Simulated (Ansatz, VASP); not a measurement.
# Two plane-wave programs on TaN

The input INCAR:

```
ALGO     = Normal         # electronic algorithm
EDIFF    = 1E-6           # SCF threshold, eV
ENCUT    = 700            # plane-wave cutoff, eV
GGA      = PS             # functional
GGA_COMPAT= F            
ISIF     = 2              # what is computed and relaxed
ISMEAR   = 0              # smearing method
ISPIN    = 2              # spin polarisation
LASPH    = T              # aspherical terms in the spheres
LCHARG   = F              # write CHGCAR
LDAU     = T              # DFT+U
LDAUJ    = 0 0          
LDAUL    = 2 -1           # shell
LDAUPRINT= 1            
LDAUTYPE = 2            
LDAUU    = 6 0            # U, eV
LMAXMIX  = 4              # l up to which the mixer works
LORBIT   = 11             # projections on sites
LREAL    = F              # projectors in reciprocal space
LWAVE    = F              # write WAVECAR
MAGMOM   = 0 0 0 0        # initial moments
NBANDS   = 30             # bands
NELM     = 200            # most SCF steps
PREC     = Accurate       # precision mode
SIGMA    = 0.05           # smearing width, eV
```

The input KPOINTS:

```
k-points
0
Gamma
  7 7 4
```

The input POSCAR:

```
TaN
1.0
    3.0500020400      0.0000000000      0.0000000000
   -1.5250010200      2.6413792500      0.0000000000
    0.0000000000      0.0000000000      4.9400015300
Ta N
2 2
Direct
    0.3333333333      0.6666666667      0.0000000000
    0.6666666667      0.3333333333      0.5000000000
    0.3333333333      0.6666666667      0.3850000000
    0.6666666667      0.3333333333      0.8850000000
```

Input for Ansatz:

```yaml
crystal:
  lattice:
    - [3.05000204, 0.0, 0.0]
    - [-1.52500102, 2.64137925, 0.0]
    - [0.0, 0.0, 4.94000153]
  atoms:
    - { symbol: Ta, position: [0.3333333333, 0.6666666667, 0.0], spin: 2.0 }
    - { symbol: Ta, position: [0.6666666667, 0.3333333333, 0.5], spin: -2.0 }
    - { symbol: "N", position: [0.3333333333, 0.6666666667, 0.385] }
    - { symbol: "N", position: [0.6666666667, 0.3333333333, 0.885] }
basis:
  ecutwfc: 420
  ecutrho_ratio: 4
kpoints:
  mp_grid: { grid: [7, 7, 4] }
hamiltonian:
  xc: pbesol
  hubbard:
    sites:
      - { site: 0, l: d, u_eff: 6.0, starting_ns: [{ spin: up, occupation_matrix: s0up }, { spin: down, occupation_matrix: s0down }] }
      - { site: 1, l: d, u_eff: 6.0, starting_ns: [{ spin: up, occupation_matrix: s1up }, { spin: down, occupation_matrix: s1down }] }
    occupation_matrices:
      s0up:
        matrix:
          - [0.02, 0.0, 0.0, 0.0, 0.0]
          - [0.0, 0.28994, 0.0, 0.0, -0.42846]
          - [0.0, 0.0, 0.28994, -0.42846, 0.0]
          - [0.0, 0.0, -0.42846, 0.70006, 0.0]
          - [0.0, -0.42846, 0.0, 0.0, 0.70006]
      s0down:
        matrix:
          - [0.02, 0.0, 0.0, 0.0, 0.0]
          - [0.0, 0.02, 0.0, 0.0, 0.0]
          - [0.0, 0.0, 0.02, 0.0, 0.0]
          - [0.0, 0.0, 0.0, 0.02, 0.0]
          - [0.0, 0.0, 0.0, 0.0, 0.02]
      s1up:
        matrix:
          - [0.02, 0.0, 0.0, 0.0, 0.0]
          - [0.0, 0.02, 0.0, 0.0, 0.0]
          - [0.0, 0.0, 0.02, 0.0, 0.0]
          - [0.0, 0.0, 0.0, 0.02, 0.0]
          - [0.0, 0.0, 0.0, 0.0, 0.02]
      s1down:
        matrix:
          - [0.02, 0.0, 0.0, 0.0, 0.0]
          - [0.0, 0.28994, 0.0, 0.0, 0.42846]
          - [0.0, 0.0, 0.28994, 0.42846, 0.0]
          - [0.0, 0.0, 0.42846, 0.70006, 0.0]
          - [0.0, 0.42846, 0.0, 0.0, 0.70006]
    ns_hold: { iters: 8 }
scf:
  occupations: { method: gaussian, width: 0.05 }
  lower_state_search: "off"
  max_iter: 150
output:
  forces: true
  stress: true
  eigenvalues: true
  populations: true
  hubbard: { sites: [{ site: 0, l: d }, { site: 1, l: d }] }
  write_density: true
  write_potential: true
  elf: true
  volumetric_format: npy
magnetization:
  spin_polarized: true
```

Alike in both runs: task single point; functional PBEsol; k mesh 7 × 7 × 4; occupations gaussian, width 0.05 eV; collinear spin; Hubbard terms Ta d U = 6.0 eV.

|  | VASP | Ansatz |
| --- | --- | --- |
| version | VASP 6.6.1 | Ansatz 0.2.0 |
| potentials or method | VASP PAW PBE potentials, release 64 (Ta_sv_GW, N), cutoff 700 eV | scalar-relativistic, plane waves, PAW |
| valence electrons in the cell | 36 | 36 |

```csv
,VASP,Ansatz,Ansatz less VASP
gap on the k mesh at the Fermi level (eV),none,none,-
rms of the force components (eV/Å),1.376,1.311,-0.0653
```

VASP's potentials were made for PBE, not for PBEsol. The programs project onto different local orbitals, so the same U acts differently, and such runs can settle in different states. Atom by atom the forces differ by 0.065 eV/Å (rms over components). A gap of «none» marks a metal or a gap that the smearing closes. Ansatz's warnings: filled band counts differ across k points, seeded moment not kept, specified occupation not kept.

Neither program's run includes spin-orbit coupling.
